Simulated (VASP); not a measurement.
# InP (F-43m) in VASP: a series of runs

Runs on InP. Level: PBE+D3(BJ). Tasks: single point.

Program: VASP 6.6.1. These are calculated values, not measurements. Logs are shortened: lines on timing, memory, paths and dates and some standing lists are left out, and cuts for length are marked.

## Step 1: The cell of the first run

It takes space group F-43m (No. 216, cubic). Conventional cell: a = 5.894 Å, b = 5.894 Å, c = 5.894 Å, α = 90.00°, β = 90.00°, γ = 90.00°. Within 3.4 Å of In (site symmetry -43m) lie 4 P at 2.55 Å. Within 3.4 Å of P (site symmetry -43m) lie 4 In at 2.55 Å.

## Step 2: Single point, PBE+D3(BJ)

INCAR

```
SYSTEM = InP
ALGO = Normal
EDIFF = 1E-6
ENCUT = 500
GGA = PE
GGA_COMPAT = .FALSE.
ISIF = 2
ISMEAR = 0
IVDW = 12
LASPH = .TRUE.
LCHARG = .FALSE.
LREAL = .FALSE.
LWAVE = .FALSE.
NBANDS = 16
NELM = 120
PREC = Accurate
SIGMA = 0.02
```

KPOINTS

```
k-points
0
G
  8 8 8
  0 0 0
```

POSCAR

```
InP
1.0
    0.0000000000      2.9471873569      2.9471873569
    2.9471873569      0.0000000000      2.9471873569
    2.9471873569      2.9471873569      0.0000000000
In P
1 1
Direct
    0.0000000000      0.0000000000      0.0000000000
    0.2500000000      0.2500000000      0.2500000000
```

Potentials or basis: VASP PAW PBE potentials, release 64 (In_d, P).

Launch:

```console
$ cat potpaw_PBE.64/In_d/POTCAR potpaw_PBE.64/P/POTCAR > POTCAR
$ mpirun -np 1 vasp_std > vasp.out
```

OUTCAR:

```text
SYSTEM = InP
   EDIFF = 1E-6
   ENCUT = 500
   GGA = PE
   ISIF = 2
   ISMEAR = 0
   IVDW = 12
   LASPH = .TRUE.
   LREAL = .FALSE.
   NELM = 120
   PREC = Accurate
 IVDW          = 12

 ion  position               nearest neighbor table
   1  0.000  0.000  0.000-   2 2.55   2 2.55   2 2.55   2 2.55
   2  0.250  0.250  0.250-   1 2.55   1 2.55   1 2.55   1 2.55

  LATTYP: Found a face centered cubic cell.
 ALAT       =     5.8943747138

  Lattice vectors:

 A1 = (   0.0000000000,   2.9471873569,   2.9471873569)
 A2 = (   2.9471873569,   0.0000000000,   2.9471873569)
 A3 = (   2.9471873569,   2.9471873569,   0.0000000000)

Analysis of symmetry for initial positions (statically):
=====================================================================
 Subroutine PRICEL returns:
 Original cell was already a primitive cell.

 Routine SETGRP: Setting up the symmetry group for a
 face centered cubic supercell.

 Subroutine GETGRP returns: Found 24 space group operations
 (whereof 24 operations were pure point group operations)
 out of a pool of 48 trial point group operations.

The static configuration has the point symmetry T_d .

Analysis of symmetry for dynamics (positions and initial velocities):
=====================================================================
 Subroutine PRICEL returns:
 Original cell was already a primitive cell.

 Routine SETGRP: Setting up the symmetry group for a
 face centered cubic supercell.

 Subroutine GETGRP returns: Found 24 space group operations
 (whereof 24 operations were pure point group operations)
 out of a pool of 48 trial point group operations.

The dynamic configuration has the point symmetry T_d .

 Subroutine INISYM returns: Found 24 space group operations
 (whereof 24 operations are pure point group operations),
 and found     1 'primitive' translations

----------------------------------------------------------------------------------------

                                     Primitive cell

  volume of cell :      51.1980

  direct lattice vectors                    reciprocal lattice vectors
     0.000000000  2.947187357  2.947187357    -0.169653279  0.169653279  0.169653279
     2.947187357  0.000000000  2.947187357     0.169653279 -0.169653279  0.169653279
     2.947187357  2.947187357  0.000000000     0.169653279  0.169653279 -0.169653279

  length of vectors
     4.167952331  4.167952331  4.167952331     0.293848100  0.293848100  0.293848100

  position of ions in fractional coordinates (direct lattice)
     0.000000000  0.000000000  0.000000000
     0.250000000  0.250000000  0.250000000

  ion indices of the primitive-cell ions
   primitive index   ion index
                 1           1
                 2           2

----------------------------------------------------------------------------------------

 KPOINTS: k-points

Automatic generation of k-mesh.
 Grid dimensions read from file:
 generate k-points for:    8    8    8

 Generating k-lattice:

  Cartesian coordinates                     Fractional coordinates (reciprocal lattice)
    -0.021206660  0.021206660  0.021206660     0.125000000  0.000000000  0.000000000
     0.021206660 -0.021206660  0.021206660     0.000000000  0.125000000  0.000000000
     0.021206660  0.021206660 -0.021206660     0.000000000  0.000000000  0.125000000

  Length of vectors
     0.036731012  0.036731012  0.036731012

  Shift w.r.t. Gamma in fractional coordinates (k-lattice)
     0.000000000  0.000000000  0.000000000

 Subroutine IBZKPT returns following result:
 ===========================================

 Found     29 irreducible k-points:

 Following reciprocal coordinates:
            Coordinates               Weight
  0.000000  0.000000  0.000000      1.000000
  0.125000  0.000000  0.000000      8.000000
  0.250000  0.000000  0.000000      8.000000
  0.375000  0.000000  0.000000      8.000000
  0.500000  0.000000  0.000000      4.000000
  0.125000  0.125000  0.000000      6.000000
[... 16 lines left out ...]
  0.500000  0.250000  0.125000     48.000000
 -0.375000  0.250000  0.125000     24.000000
 [... further k-points ...]
   k-points           NKPTS =     29   k-points in BZ     NKDIM =     29   number of bands    NBANDS=     16
   number of dos      NEDOS =    301   number of ions     NIONS =      2
   total plane-waves  NPLWV =  27000
   dimension x,y,z NGX =    30 NGY =   30 NGZ =   30
   dimension x,y,z NGXF=    60 NGYF=   60 NGZF=   60
   ions per type =               1   1
   NGX,Y,Z   is equivalent  to a cutoff of  11.97, 11.97, 11.97 a.u.
   NGXF,Y,Z  is equivalent  to a cutoff of  23.93, 23.93, 23.93 a.u.
 SYSTEM =  InP
   PREC   = accura    normal or accurate (medium, high low for compatibility)
   ISTART =      0    job   : 0-new  1-cont  2-samecut
   ICHARG =      2    charge: 1-file 2-atom 10-const
   ISPIN  =      1    spin polarized calculation?
   LNONCOLLINEAR =      F non collinear calculations
   LSORBIT =      F    spin-orbit coupling
   LASPH  =      T    aspherical Exc in radial PAW
   ENCUT  =  500.0 eV  36.75 Ry    6.06 a.u.   7.60  7.60  7.60*2*pi/ulx,y,z
   NELM   =    120;   NELMIN=  2; NELMDL= -5     # of ELM steps
   EDIFF  = 0.1E-05   stopping-criterion for ELM
   LREAL  =      F    real-space projection
   EDIFFG = 0.1E-04   stopping-criterion for IOM
   NSW    =      0    number of steps for IOM
   IBRION =     -1    ionic relax: 0-MD 1-quasi-New 2-CG
   NFREE  =      0    steps in history (QN), initial steepest desc. (CG)
   ISIF   =      2    stress and relaxation
   ISYM   =      2    0-nonsym 1-usesym 2-fastsym
   POTIM  = 0.5000    time-step for ionic-motion
   TEBEG  =    0.0;   TEEND  =   0.0 temperature during run
   PSTRESS=    0.0 pullay stress
   NELECT =      18.0000    total number of electrons
   NUPDOWN=      -1.0000    fix difference up-down
   EMIN   =  10.00;   EMAX   =-10.00  energy-range for DOS
   EFERMI =   0.00;   METHOD = LEGACY
   ISMEAR =     0;   SIGMA  =   0.02  broadening in eV -4-tet -1-fermi 0-gaus
   EFERMI_NEDOS =   21; number of points for ismear=-14 and -15
   IALGO  =     38    algorithm
   IMIX   =      4    mixing-type and parameters
     AMIX     =   0.40;   BMIX     =  1.00
     AMIX_MAG =   1.60;   BMIX_MAG =  1.00
  volume/ion in A,a.u.               =      25.60       172.75
  Fermi-wavevector in a.u.,A,eV,Ry     =   1.155441  2.183468 18.164387  1.335045
  Thomas-Fermi vector in A             =   2.292070
   LORBIT       =      0    0 simple, 1 ext, 2 COOP (PROOUT), +10 PAW based schemes
   GGA     = PE    functional components
   LHFCALC =     F    Hartree Fock is set to
   AEXX    =    0.0000 exact exchange contribution
   IVDW    =    12    specifies the selected vdW correction
   LEPSILON=     F    determine dielectric tensor
   LRPA    =     F    only Hartree local field effects (RPA)
 non-spin polarized calculation
 Gauss-broadening in eV      SIGMA  =   0.02
  energy-cutoff  :      500.00
  volume of cell :       51.20
 maximum number of plane-waves:      1316
   NGX = 15   NGY = 15   NGZ = 15

 number of electron      18.0000000 magnetization

 Free energy of the ion-electron system (eV)
  ---------------------------------------------------
  ext. energy  EPLUGINS =         0.00000000
  ---------------------------------------------------
  free energy    TOTEN  =        -8.39540062 eV

  energy without entropy =       -8.39540062  energy(sigma->0) =       -8.39540062

 E-fermi :   5.1536     XC(G=0):  -9.2077

 val. band max:        5.0041536204   @ k =   0.0000   0.0000   0.0000
 cond. band min:       5.6231743000   @ k =   0.0000   0.0000   0.0000
 fundamental gap:      0.6190206796
 Fermi energy:         5.1536260438

 k-point     1 :       0.0000    0.0000    0.0000
  band No.  band energies     occupation
      1      -9.1489      2.00000
      2      -9.1489      2.00000
      3      -9.1489      2.00000
      4      -9.0052      2.00000
      5      -9.0052      2.00000
      6      -6.3977      2.00000
[... 8 lines left out ...]
     15      14.4265      0.00000
     16      14.4265      0.00000

 k-point     2 :       0.1250    0.0000    0.0000
  band No.  band energies     occupation
      1      -9.1665      2.00000
      2      -9.1418      2.00000
      3      -9.1418      2.00000
      4      -9.0051      2.00000
      5      -9.0051      2.00000
      6      -6.2241      2.00000
[... 8 lines left out ...]
     15      13.7992      0.00000
     16      14.2816      0.00000

 k-point     3 :       0.2500    0.0000    0.0000
  band No.  band energies     occupation
      1      -9.2068      2.00000
      2      -9.1269      2.00000
      3      -9.1269      2.00000
      4      -9.0027      2.00000
      5      -9.0027      2.00000
      6      -5.7396      2.00000
[... 8 lines left out ...]
     15      13.5777      0.00000
     16      14.1085      0.00000

 k-point     4 :       0.3750    0.0000    0.0000
  band No.  band energies     occupation
      1      -9.2449      2.00000
      2      -9.1156      2.00000
      3      -9.1156      2.00000
      4      -8.9963      2.00000
      5      -8.9963      2.00000
      6      -5.0940      2.00000
[... 8 lines left out ...]
     15      14.4917      0.00000
     16      14.4917      0.00000
[... 324 lines left out ...]
 k-point    22 :       0.3750    0.2500    0.1250
  band No.  band energies     occupation
      1      -9.2429      2.00000
      2      -9.1086      2.00000
      3      -9.1026      2.00000
      4      -9.0194      2.00000
      5      -8.9909      2.00000
      6      -5.3371      2.00000
[... 8 lines left out ...]
     15      15.1480      0.00000
     16      16.5739      0.00000

 k-point    23 :       0.5000    0.2500    0.1250
  band No.  band energies     occupation
      1      -9.2654      2.00000
      2      -9.1035      2.00000
      3      -9.0889      2.00000
      4      -9.0157      2.00000
      5      -8.9905      2.00000
      6      -4.7469      2.00000
[... 8 lines left out ...]
     15      15.7819      0.00000
     16      16.3582      0.00000

 k-point    24 :      -0.3750    0.2500    0.1250
  band No.  band energies     occupation
      1      -9.2736      2.00000
      2      -9.1030      2.00000
      3      -9.0842      2.00000
      4      -9.0101      2.00000
      5      -8.9928      2.00000
      6      -4.4213      2.00000
[... 8 lines left out ...]
     15      15.6674      0.00000
     16      16.2696      0.00000

 [... further k-points ...]

------------------------ aborting loop because EDIFF is reached ----------------------------------------

 Edisp (eV)   -0.61559

 E8    (eV) :    -0.2736

  FORCE on cell =-STRESS in cart. coord.  units (eV):
  Direction    XX          YY          ZZ          XY          YZ          ZX
  --------------------------------------------------------------------------------------
  -------------------------------------------------------------------------------------
  Total      -0.02693    -0.02693    -0.02693    -0.00000    -0.00000     0.00000
  in kB      -0.84276    -0.84276    -0.84276    -0.00000    -0.00000     0.00000
  external pressure =       -0.84 kB  Pullay stress =        0.00 kB

 VOLUME and BASIS-vectors are now :
 -----------------------------------------------------------------------------
  energy-cutoff  :      500.00
  volume of cell :       51.20
      direct lattice vectors                 reciprocal lattice vectors
     0.000000000  2.947187357  2.947187357    -0.169653279  0.169653279  0.169653279
     2.947187357  0.000000000  2.947187357     0.169653279 -0.169653279  0.169653279
     2.947187357  2.947187357  0.000000000     0.169653279  0.169653279 -0.169653279

 POSITION                                       TOTAL-FORCE (eV/Angst)
 -----------------------------------------------------------------------------------
      0.00000      0.00000      0.00000        -0.000000     -0.000000     -0.000000
      1.47359      1.47359      1.47359         0.000000      0.000000      0.000000
 -----------------------------------------------------------------------------------
    total drift:                                0.000000      0.000000     -0.000000

  FREE ENERGIE OF THE ION-ELECTRON SYSTEM (eV)
  ---------------------------------------------------
  free  energy   TOTEN  =        -9.0109872500 eV

  energy  without entropy=       -9.0109872500  energy(sigma->0) =       -9.01098725
```

Run time: 42 s. Hardware: 1 thread of AMD EPYC, shared host; peak memory 0.15 GiB.

What came out:

```
Free energy                : -9.0110 eV
Pressure                   : -0.1 GPa
Band gap on the k mesh     : 0.62 eV
Dispersion energy per atom : -0.308 eV
```

Levels at points of the mesh, in eV from the valence-band top:
```csv
k point,band 7,band 8,band 9,band 10,band 11,band 12
"(0.00, 0.00, 0.00)",0.00,0.00,0.00,0.62,4.09,4.09
"(0.50, 0.00, 0.00)",-5.64,-0.95,-0.95,1.46,4.81,4.81
"(0.50, 0.50, 0.00)",-5.68,-2.26,-2.26,1.79,2.27,9.11
```

Caveat: spin-orbit coupling is left out, which moves the levels of the heavy elements.

## Step 3: Single point, PBE+D3(BJ)

INCAR

```
  ALGO = Normal
  EDIFF = 1E-6
  ENCUT = 500
  GGA = PE
  GGA_COMPAT = F
  ISIF = 2
  ISMEAR = 0
  IVDW = 12
  LASPH = T
  LCHARG = F
  LREAL = F
  LWAVE = F
  NBANDS = 16
  NELM = 120
  PREC = Accurate
  SIGMA = 0.02
```

KPOINTS

```
k-points
0
Gamma
  8 8 8
```

POSCAR is that of step 2.

Potentials or basis: VASP PAW PBE potentials, release 64 (In_d, P).

Launch:

```console
$ cat potpaw_PBE.64/In_d/POTCAR potpaw_PBE.64/P/POTCAR > POTCAR
$ mpirun -np 1 vasp_std > vasp.out
```

It took 36 s on 1 thread of AMD EPYC, shared host; peak memory 0.15 GiB.

Results (log left out):

```
Free energy                : -9.0110 eV
Pressure                   : -0.1 GPa
Band gap on the k mesh     : 0.62 eV
Dispersion energy per atom : -0.308 eV
```

Levels at points of the mesh, in eV from the valence-band top:
```csv
k point,band 5,band 6,band 7,band 8,band 9,band 10,band 11,band 12,band 13,band 14
"(0.00, 0.00, 0.00)",-14.01,-11.40,0.00,0.00,0.00,0.62,4.09,4.09,4.09,8.50
"(0.50, 0.00, 0.00)",-14.00,-9.73,-5.64,-0.95,-0.95,1.46,4.81,4.81,7.07,9.40
"(0.50, 0.50, 0.00)",-13.98,-9.10,-5.68,-2.26,-2.26,1.79,2.27,9.11,9.48,9.48
```

Caveat: spin-orbit coupling is left out, which moves the levels of the heavy elements.
